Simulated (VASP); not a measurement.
LiBe:

```
Li Be
1.0
     3.25913    0.00000    0.00000
    -1.62956    2.82249    0.00000
     0.00000    0.00000    5.21938
Li Be
2 2
Direct
  0.33333 0.66667 0.00000
  0.66667 0.33333 0.50000
  0.33333 0.66667 0.38210
  0.66667 0.33333 0.88210
```

- Program: VASP 6.6.1
- Task: relaxation of cell and atoms
- Functional: PBE
- Potentials or basis: VASP PAW PBE potentials, release 64 (Li_sv, Be)
- Cutoff: 600 eV
- k mesh: 6 × 6 × 4
- Occupations: gaussian, width 0.1 eV
- Spin: no spin polarisation

At the start: pressure 18.8 GPa; volume 12.00 Å³/atom.

Problem. How do energy, volume and symmetry change on relaxing?

Solution. Over 29 steps the energy falls by 601.0 meV/atom and the volume is 16.60 Å³/atom (+38.3 %); space group P6_3mc (No. 186, to 0.1 Å) before, P6_3/mmc (No. 194, to 0.1 Å).

Step by step:
| step | energy change (eV) | largest force (eV/Å) | pressure (GPa) | volume (Å³) |
| --- | --- | --- | --- | --- |
| 1 | 0.0000 | 0.1027 | 18.84 | 48.01 |
| 2 | -0.9082 | 0.2281 | 8.87 | 58.49 |
| 3 | -1.3976 | 0.2568 | 0.56 | 76.00 |
| 4 | -1.4042 | 0.2541 | -0.17 | 78.50 |
| 5 | -1.4039 | 0.2533 | -0.37 | 79.21 |
| 6 | -1.4445 | 0.3131 | -0.59 | 79.24 |
| 7 | -1.6081 | 0.5052 | -1.25 | 79.18 |
| 8 | -2.0074 | 0.7730 | -2.61 | 78.37 |
| 9 | -0.9730 | 1.0425 | -0.67 | 73.72 |
| 10 | -1.9592 | 1.0846 | -2.62 | 77.92 |
| 11 | -1.8622 | 0.6388 | -2.55 | 75.81 |
| 12 | -1.9918 | 1.0965 | -2.83 | 77.31 |
| 13 | -1.9961 | 1.0366 | -2.88 | 76.97 |
| 14 | -2.0022 | 1.0047 | -2.89 | 76.92 |
| 15 | -2.0154 | 0.9042 | -2.93 | 76.76 |
| 16 | -2.0164 | 0.6757 | -2.92 | 76.44 |
| 17 | -2.0199 | 0.7866 | -2.94 | 76.59 |
| 18 | -2.0363 | 0.7630 | -2.93 | 76.45 |
| 19 | -2.0829 | 0.6930 | -2.90 | 76.04 |
| 20 | -2.1655 | 0.5601 | -2.82 | 75.23 |
| 21 | -2.2893 | 0.3269 | -2.55 | 73.58 |
| 22 | -2.3768 | 0.0252 | -1.46 | 70.25 |
| 23 | -2.3775 | 0.0003 | -1.60 | 70.56 |
| 24 | -2.3847 | 0.0063 | -1.39 | 69.91 |
| 25 | -2.3997 | 0.0302 | -0.69 | 67.97 |
| 26 | -2.3950 | 0.0908 | 1.08 | 64.19 |
| 27 | -2.4038 | 0.0517 | -0.04 | 66.46 |
| 28 | -2.4038 | 0.0530 | -0.01 | 66.38 |
| 29 | -2.4042 | 0.0361 | -0.01 | 66.38 |

Final structure:
```
Li Be
1.0
     4.04683    0.00000    0.00000
    -2.02342    3.50466    0.00000
     0.00000    0.00000    4.68066
Li Be
2 2
Cartesian
  0.0000 2.3364 4.4010
  2.0234 1.1682 2.0607
  0.0000 2.3364 2.0681
  2.0234 1.1682 4.4085
```

Caveat: the k points lie up to 0.34 Å⁻¹ apart in the final cell, too coarse for converged energies and pressures of a metal; the cutoff is under 1.25 times the usual one of these potentials, so pressure, stress and relaxed cells hold a basis-set (Pulay) error; the volume moved by over 15 % at a fixed basis, so the end points are rough.
